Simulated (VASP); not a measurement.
# C (R-3m) in VASP: notebook

C is run at these levels: r2SCAN; tasks: single point.

Everything below comes from runs of VASP 6.6.1. Logs are shortened: lines on timing, memory, paths and dates and some standing lists are left out, and cuts for length are marked.

### 1 The cell of the first run

Symmetry: R-3m, No. 166, trigonal system. Conventional cell: a = 2.333 Å, b = 2.333 Å, c = 9.539 Å, α = 90.00°, β = 90.00°, γ = 120.00°. C (site symmetry 3m) has 3 C at 1.35 Å within 1.8 Å.

### 2 Single point, r2SCAN (strain -0.050 along x and y, -0.050 along z)

Input file POSCAR:

```
C
1.0
    1.1666250292      0.6735512746      3.1796602974
   -1.1666250292      0.6735512746      3.1796602974
    0.0000000000     -1.3471025493      3.1796602974
C
2
Direct
    0.1640000000      0.1640000000      0.1640000000
    0.8360000000      0.8360000000      0.8360000000
```

Input file INCAR.step1:

```
ALGO = Normal
EDIFF = 1E-4
ENCUT = 520
GGA = PE
ISMEAR = 0
LASPH = T
LCHARG = F
LREAL = F
LWAVE = T
NBANDS = 11
NELM = 80
PREC = Accurate
SIGMA = 0.05
```

Input file INCAR.step2:

```
ALGO = Normal
EDIFF = 1E-6
ENCUT = 520
ISIF = 2
ISMEAR = 0
ISTART = 1
LASPH = T
LCHARG = F
LMIXTAU = T
LREAL = F
LWAVE = F
METAGGA = R2SCAN
NBANDS = 11
NELM = 80
PREC = Accurate
SIGMA = 0.05
```

Input file KPOINTS:

```
k-points
0
Gamma
  12 12 12
```

Potentials or basis: VASP PAW PBE potentials, release 64 (C).

Launch:

```console
> cat potpaw_PBE.64/C/POTCAR > POTCAR
> cp INCAR.step1 INCAR
> mpirun -np 1 vasp_std > vasp.out
> cp INCAR.step2 INCAR
> mpirun -np 1 vasp_std > vasp.out
```

OUTCAR:

```text
EDIFF = 1E-6
   ENCUT = 520
   ISIF = 2
   ISMEAR = 0
   ISTART = 1
   LASPH = T
   LREAL = F
   METAGGA = R2SCAN
   NELM = 80
   PREC = Accurate

 ion  position               nearest neighbor table
   1  0.164  0.164  0.164-   2 1.35   2 1.35   2 1.35
   2  0.836  0.836  0.836-   1 1.35   1 1.35   1 1.35

  LATTYP: Found a trigonal (rhomboedric) cell.
 ALAT       =     3.4532484540
 COS(alpha) =     0.7717362630

  Lattice vectors:

 A1 = (   1.1666250292,   0.6735512746,   3.1796602974)
 A2 = (  -1.1666250292,   0.6735512746,   3.1796602974)
 A3 = (   0.0000000000,  -1.3471025493,   3.1796602974)

Analysis of symmetry for initial positions (statically):
=====================================================================
 Subroutine PRICEL returns:
 Original cell was already a primitive cell.

 Routine SETGRP: Setting up the symmetry group for a
 trigonal (rhombohedral) supercell.

 Subroutine GETGRP returns: Found 12 space group operations
 (whereof 12 operations were pure point group operations)
 out of a pool of 12 trial point group operations.

The static configuration has the point symmetry D_3d.

Analysis of symmetry for dynamics (positions and initial velocities):
=====================================================================
 Subroutine PRICEL returns:
 Original cell was already a primitive cell.

 Routine SETGRP: Setting up the symmetry group for a
 trigonal (rhombohedral) supercell.

 Subroutine GETGRP returns: Found 12 space group operations
 (whereof 12 operations were pure point group operations)
 out of a pool of 12 trial point group operations.

The dynamic configuration has the point symmetry D_3d.

 Subroutine INISYM returns: Found 12 space group operations
 (whereof 12 operations are pure point group operations),
 and found     1 'primitive' translations

----------------------------------------------------------------------------------------

                                     Primitive cell

  volume of cell :      14.9911

  direct lattice vectors                    reciprocal lattice vectors
     1.166625029  0.673551275  3.179660297     0.428586725  0.247444661  0.104833002
    -1.166625029  0.673551275  3.179660297    -0.428586725  0.247444661  0.104833002
     0.000000000 -1.347102549  3.179660297     0.000000000 -0.494889322  0.104833002

  length of vectors
     3.453248454  3.453248454  3.453248454     0.505870931  0.505870931  0.505870931

  position of ions in fractional coordinates (direct lattice)
     0.164000000  0.164000000  0.164000000
     0.836000000  0.836000000  0.836000000

  ion indices of the primitive-cell ions
   primitive index   ion index
                 1           1
                 2           2

----------------------------------------------------------------------------------------

 KPOINTS: k-points

Automatic generation of k-mesh.
 Grid dimensions read from file:
 generate k-points for:   12   12   12

 Generating k-lattice:

  Cartesian coordinates                     Fractional coordinates (reciprocal lattice)
     0.035715560  0.020620388  0.008736083     0.083333333  0.000000000  0.000000000
    -0.035715560  0.020620388  0.008736083     0.000000000  0.083333333  0.000000000
     0.000000000 -0.041240777  0.008736083     0.000000000  0.000000000  0.083333333

  Length of vectors
     0.042155911  0.042155911  0.042155911

  Shift w.r.t. Gamma in fractional coordinates (k-lattice)
     0.000000000  0.000000000  0.000000000

 Subroutine IBZKPT returns following result:
 ===========================================

 Found    189 irreducible k-points:

 Following reciprocal coordinates:
            Coordinates               Weight
  0.000000  0.000000  0.000000      1.000000
  0.083333  0.000000 -0.000000      6.000000
  0.166667 -0.000000 -0.000000      6.000000
  0.250000 -0.000000 -0.000000      6.000000
  0.333333 -0.000000 -0.000000      6.000000
  0.416667 -0.000000 -0.000000      6.000000
[... 16 lines left out ...]
  0.500000  0.166667 -0.000000     12.000000
 -0.416667  0.166667  0.000000     12.000000
 [... further k-points ...]
   k-points           NKPTS =    189   k-points in BZ     NKDIM =    189   number of bands    NBANDS=     11
   number of dos      NEDOS =    301   number of ions     NIONS =      2
   total plane-waves  NPLWV =  21952
   dimension x,y,z NGX =    28 NGY =   28 NGZ =   28
   dimension x,y,z NGXF=    56 NGYF=   56 NGZF=   56
   ions per type =               2
   NGX,Y,Z   is equivalent  to a cutoff of  13.48, 13.48, 13.48 a.u.
   NGXF,Y,Z  is equivalent  to a cutoff of  26.96, 26.96, 26.96 a.u.
 SYSTEM =  unknown system
   PREC   = accura    normal or accurate (medium, high low for compatibility)
   ISTART =      1    job   : 0-new  1-cont  2-samecut
   ICHARG =      0    charge: 1-file 2-atom 10-const
   ISPIN  =      1    spin polarized calculation?
   LNONCOLLINEAR =      F non collinear calculations
   LSORBIT =      F    spin-orbit coupling
   LASPH  =      T    aspherical Exc in radial PAW
   ENCUT  =  520.0 eV  38.22 Ry    6.18 a.u.   6.42  6.42  6.42*2*pi/ulx,y,z
   NELM   =     80;   NELMIN=  2; NELMDL=  0     # of ELM steps
   EDIFF  = 0.1E-05   stopping-criterion for ELM
   LREAL  =      F    real-space projection
[... 7 lines left out ...]
   TEBEG  =    0.0;   TEEND  =   0.0 temperature during run
   PSTRESS=    0.0 pullay stress
   NELECT =       8.0000    total number of electrons
   NUPDOWN=      -1.0000    fix difference up-down
   EMIN   =  10.00;   EMAX   =-10.00  energy-range for DOS
   EFERMI =   0.00;   METHOD = LEGACY
   ISMEAR =     0;   SIGMA  =   0.05  broadening in eV -4-tet -1-fermi 0-gaus
   EFERMI_NEDOS =   21; number of points for ismear=-14 and -15
   IALGO  =     38    algorithm
   IMIX   =      4    mixing-type and parameters
     AMIX     =   0.40;   BMIX     =  1.00
     AMIX_MAG =   1.60;   BMIX_MAG =  1.00
  volume/ion in A,a.u.               =       7.50        50.58
  Fermi-wavevector in a.u.,A,eV,Ry     =   1.327884  2.509337 23.990830  1.763276
  Thomas-Fermi vector in A             =   2.457163
   LORBIT       =      0    0 simple, 1 ext, 2 COOP (PROOUT), +10 PAW based schemes
   METAGGA = R2SCAN    functional components
   LHFCALC =     F    Hartree Fock is set to
   AEXX    =    0.0000 exact exchange contribution
   IVDW    =     0    specifies the selected vdW correction
   LEPSILON=     F    determine dielectric tensor
   LRPA    =     F    only Hartree local field effects (RPA)
 non-spin polarized calculation
 Gauss-broadening in eV      SIGMA  =   0.05
  energy-cutoff  :      520.00
  volume of cell :       14.99
 maximum number of plane-waves:       423
 NGX is ok and might be reduce to    28
   NGX = 13   NGY = 13   NGZ = 13

 number of electron       8.0000000 magnetization

 Free energy of the ion-electron system (eV)
  ---------------------------------------------------
  ext. energy  EPLUGINS =         0.00000000
  ---------------------------------------------------
  free energy    TOTEN  =       -19.42766793 eV

  energy without entropy =      -19.42766793  energy(sigma->0) =      -19.42766793

 E-fermi :   5.9776     XC(G=0): -11.8950

 val. band max:        5.6868694328   @ k =  -0.3333   0.3333   0.0000
 cond. band min:       6.6713733310   @ k =  -0.3333   0.3333   0.0000
 fundamental gap:      0.9845038982
 Fermi energy:         5.9775669445

 k-point     1 :       0.0000    0.0000    0.0000
  band No.  band energies     occupation
      1     -16.1699      2.00000
      2      -1.7012      2.00000
      3       3.1263      2.00000
      4       3.1263      2.00000
      5      10.4321      0.00000
      6      16.0285      0.00000
      7      16.0285      0.00000
      8      20.7077      0.00000
      9      23.4880      0.00000
     10      32.6057      0.00000
     11      36.1315      0.00000

 k-point     2 :       0.0833    0.0000   -0.0000
  band No.  band energies     occupation
      1     -15.9744      2.00000
      2      -1.4994      2.00000
      3       2.3750      2.00000
      4       2.7014      2.00000
      5      10.6973      0.00000
      6      16.1800      0.00000
      7      16.8898      0.00000
      8      19.9087      0.00000
      9      23.7452      0.00000
     10      33.2450      0.00000
     11      34.0743      0.00000

 k-point     3 :       0.1667   -0.0000   -0.0000
  band No.  band energies     occupation
      1     -15.3904      2.00000
      2      -0.9008      2.00000
      3       0.4793      2.00000
      4       1.7190      2.00000
      5      11.4860      0.00000
      6      16.3444      0.00000
      7      17.8943      0.00000
      8      19.1597      0.00000
      9      24.4923      0.00000
     10      30.9608      0.00000
     11      32.9304      0.00000

 k-point     4 :       0.2500   -0.0000   -0.0000
  band No.  band energies     occupation
      1     -14.4252      2.00000
      2      -1.9845      2.00000
      3       0.1073      2.00000
      4       0.6427      2.00000
      5      12.6561      0.00000
      6      15.2868      0.00000
      7      16.4134      0.00000
      8      22.2919      0.00000
      9      25.1609      0.00000
     10      28.8704      0.00000
     11      31.0282      0.00000
[... 239 lines left out ...]
 k-point    22 :       0.4167    0.1667   -0.0000
  band No.  band energies     occupation
      1     -12.4693      2.00000
      2      -4.3659      2.00000
      3      -2.2390      2.00000
      4       1.5674      2.00000
      5      11.5796      0.00000
      6      16.5199      0.00000
      7      19.0486      0.00000
      8      21.7938      0.00000
      9      23.0308      0.00000
     10      28.4487      0.00000
     11      33.0656      0.00000

 k-point    23 :       0.5000    0.1667   -0.0000
  band No.  band energies     occupation
      1     -10.8174      2.00000
      2      -6.6732      2.00000
      3      -2.8814      2.00000
      4       3.1556      2.00000
      5       9.4471      0.00000
      6      18.1153      0.00000
      7      19.1190      0.00000
      8      21.2657      0.00000
      9      22.9834      0.00000
     10      28.4950      0.00000
     11      34.0850      0.00000

 k-point    24 :      -0.4167    0.1667    0.0000
  band No.  band energies     occupation
      1      -9.2560      2.00000
      2      -8.4804      2.00000
      3      -3.0936      2.00000
      4       4.4736      2.00000
      5       7.9934      0.00000
      6      18.7103      0.00000
      7      19.0287      0.00000
      8      19.8711      0.00000
      9      23.7556      0.00000
     10      29.7252      0.00000
     11      33.1981      0.00000

 [... further k-points ...]
[... 5 lines left out ...]
  --------------------------------------------------------------------------------------
  -------------------------------------------------------------------------------------
  Total        8.1422531      8.1422531      0.3120895      0.0000000     -0.0000000      0.0000000
  in kB      870.2043598    870.2043597     33.3546044      0.0000000     -0.0000000      0.0000000
  external PRESSURE =     591.2544413 kB  Pullay stress =       0.0000000 kB

 VOLUME and BASIS-vectors are now :
 -----------------------------------------------------------------------------
  energy-cutoff  :      520.00
  volume of cell :       14.99
      direct lattice vectors                 reciprocal lattice vectors
     1.166625029  0.673551275  3.179660297     0.428586725  0.247444661  0.104833002
    -1.166625029  0.673551275  3.179660297    -0.428586725  0.247444661  0.104833002
     0.000000000 -1.347102549  3.179660297     0.000000000 -0.494889322  0.104833002

 POSITION                                       TOTAL-FORCE (eV/Angst)
 -----------------------------------------------------------------------------------
      0.00000     -0.00000      1.56439         0.000000     -0.000000      0.792865
      0.00000     -0.00000      7.97459         0.000000      0.000000     -0.792865
 -----------------------------------------------------------------------------------
    total drift:                                0.000000     -0.000000      0.000000

  FREE ENERGIE OF THE ION-ELECTRON SYSTEM (eV)
  ---------------------------------------------------
  free  energy   TOTEN  =       -19.4276679324 eV

  energy  without entropy=      -19.4276679324  energy(sigma->0) =      -19.42766793
```

Wall time 85 s (1 thread of Intel Xeon 6975P-C (Granite Rapids), shared host); peak memory 0.16 GiB.

What came out:

- Free energy: -19.4277 eV
- Pressure: 59.1 GPa
- Largest force: 0.793 eV/Å

Forces on the atoms (eV/Å):
```
C    0.000  0.000  0.793
C    0.000  0.000 -0.793
```

Caveat: the cell differs from its parent crystal (strain -0.050 along x and y, -0.050 along z); the stress differs along the axes, from 3 to 87 GPa; the PAW data sets were made with another functional, which shifts forces and pressure a little.

### 3 Single point, r2SCAN (strain -0.050 along x and y, -0.025 along z)

Input file POSCAR:

```
C
1.0
    1.1666250292      0.6735512746      3.2633355684
   -1.1666250292      0.6735512746      3.2633355684
    0.0000000000     -1.3471025493      3.2633355684
C
2
Direct
    0.1640000000      0.1640000000      0.1640000000
    0.8360000000      0.8360000000      0.8360000000
```

Input file INCAR.step1:

```
SYSTEM = C
PREC = Accurate ; ENCUT = 520
ISMEAR = 0 ; SIGMA = 0.05
LREAL = .FALSE. ; LASPH = .TRUE.
NELM = 80 ; NBANDS = 11
GGA = PE ; ALGO = Normal
EDIFF = 1E-4 ; LWAVE = .TRUE.
LCHARG = .FALSE.
```

Input file INCAR.step2:

```
SYSTEM = C
PREC = Accurate ; ENCUT = 520
EDIFF = 1E-7 ; ISMEAR = 0
SIGMA = 0.05 ; LREAL = .FALSE.
LASPH = .TRUE. ; NELM = 80
ALGO = Normal ; ISIF = 2
LWAVE = .FALSE. ; LCHARG = .FALSE.
METAGGA = R2SCAN ; LMIXTAU = .TRUE.
NBANDS = 11 ; ISTART = 1
```

Input file KPOINTS:

```
Automatic mesh
0
G
  12 12 12
  0 0 0
```

Potentials or basis: VASP PAW PBE potentials, release 64 (C).

Launch:

```console
> cat potpaw_PBE.64/C/POTCAR > POTCAR
> cp INCAR.step1 INCAR
> mpirun -np 1 vasp_std > vasp.out
> cp INCAR.step2 INCAR
> mpirun -np 1 vasp_std > vasp.out
```

Run time: 83 s. Hardware: 1 thread of Intel Xeon 6975P-C (Granite Rapids), shared host; peak memory 0.16 GiB.

Results (log left out):

| Quantity | Value |
| --- | --- |
| Free energy | -19.4341 eV |
| Pressure | 57.2 GPa |
| Largest force | 0.821 eV/Å |

Forces on the atoms (eV/Å):
```
C    0.000  0.000  0.821
C    0.000  0.000 -0.821
```

Stress tensor (GPa, compression positive):
```
84.97  0.00  0.00
 0.00 84.97  0.00
 0.00  0.00  1.61
```

Caveat: the cell differs from its parent crystal (strain -0.050 along x and y, -0.025 along z); the stress differs along the axes, from 2 to 85 GPa; the PAW data sets were made with another functional, which shifts forces and pressure a little.
